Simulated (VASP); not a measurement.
Input of a VASP 6.6.1 run:

File INCAR:

```
PREC     = Accurate       # precision mode
ENCUT    = 520            # plane-wave cutoff, eV
EDIFF    = 1E-6           # SCF threshold, eV
ISMEAR   = -1             # smearing method
SIGMA    = 0.08           # smearing width, eV
LREAL    = F              # projectors in reciprocal space
LASPH    = T              # aspherical terms in the spheres
NELM     = 60             # most SCF steps
ALGO     = Normal         # electronic algorithm
ISIF     = 2              # what is computed and relaxed
LWAVE    = F              # write WAVECAR
LCHARG   = F              # write CHGCAR
GGA      = PE             # functional
NBANDS   = 20             # bands
```

File KPOINTS:

```
Automatic mesh
0
Gamma
  13 13 13
```

File POSCAR:

```
Tl
1.0
   -2.5308179444      2.5308179444      1.3531889442
    2.5308179444     -2.5308179444      1.3531889442
    2.5308179444      2.5308179444     -1.3531889442
Tl
2
Direct
   -0.3750000000     -0.1250000000     -0.2500000000
    0.3750000000      0.1250000000      0.2500000000
```

Potentials or basis: VASP PAW PBE potentials, release 64 (Tl_d).

Launch:

```console
$ cat potpaw_PBE.64/Tl_d/POTCAR > POTCAR
$ mpirun -np 1 vasp_std > vasp.out
```

**Question.** What does it give for the band gap on the k mesh?

**Answer.** Zero (bands 13 and 14 overlap by 9.86 eV).

**Question.** Estimate the pressure.

**Answer.** 90.3 GPa.

Stress tensor (GPa, compression positive):
```
90.47  0.00  0.00
 0.00 90.47  0.00
 0.00  0.00 89.88
```

Caveat: the cell stands under pressure; spin-orbit coupling is left out, which moves the levels of the heavy elements.
